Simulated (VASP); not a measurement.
Here is a VASP 6.6.1 calculation.

The input INCAR:

```
SYSTEM = Al3GaN4
  PREC = Accurate
  ENCUT = 520
  EDIFF = 1E-7
  ISMEAR = 0
  SIGMA = 0.05
  LREAL = .False.
  LASPH = .True.
  NELM = 100
  ALGO = Normal
  ISIF = 2
  LWAVE = .False.
  LCHARG = .False.
  GGA = PS
  NBANDS = 31
```

File KPOINTS:

```
regular mesh
0
Gamma
  6 8 4
  0 0 0
```

File POSCAR:

```
Al3GaN4
1.0
    5.0434079713      0.0000000000      0.0001149907
    0.0000000000      3.1300738974      0.0000000000
   -0.0032362569      0.0000000000      5.4179919474
Al Ga N
3 1 4
Direct
    0.5002300423      0.5000000000      0.1673295664
    0.0009207036      0.5000000000      0.8348055932
    0.0010880650      0.0000000000      0.3316926342
    0.4994217138      0.0000000000      0.6662009016
    0.1111724737      0.0000000000      0.6663292503
    0.1224543238      0.5000000000      0.1671578647
    0.6251234799      0.5000000000      0.8401923551
    0.6231881979      0.0000000000      0.3262928345
```

Potentials or basis: VASP PAW PBE potentials, release 64 (Al, Ga_d, N).

Launch:

```console
$ cat potpaw_PBE.64/Al/POTCAR potpaw_PBE.64/Ga_d/POTCAR potpaw_PBE.64/N/POTCAR > POTCAR
$ mpirun -np 1 vasp_std > vasp.out
```

**Question.** Estimate the pressure.

**Answer.** -0.1 GPa.

**Question.** What does it give for the largest force?

**Answer.** 0.016 eV/Å.

**Question.** What does it give for the band gap on the k mesh?

**Answer.** 3.50 eV, direct.

Forces on the atoms (eV/Å):
```
Al   0.004  0.000  0.002
Al   0.001  0.000  0.003
Al   0.000  0.000 -0.001
Ga   0.002  0.000  0.003
N    0.009  0.000 -0.001
N   -0.002  0.000 -0.001
N   -0.010  0.000 -0.012
N   -0.005  0.000  0.008
```

Caveat: the PAW data sets were made with another functional, which shifts forces and pressure a little. A k mesh can miss the band edges.
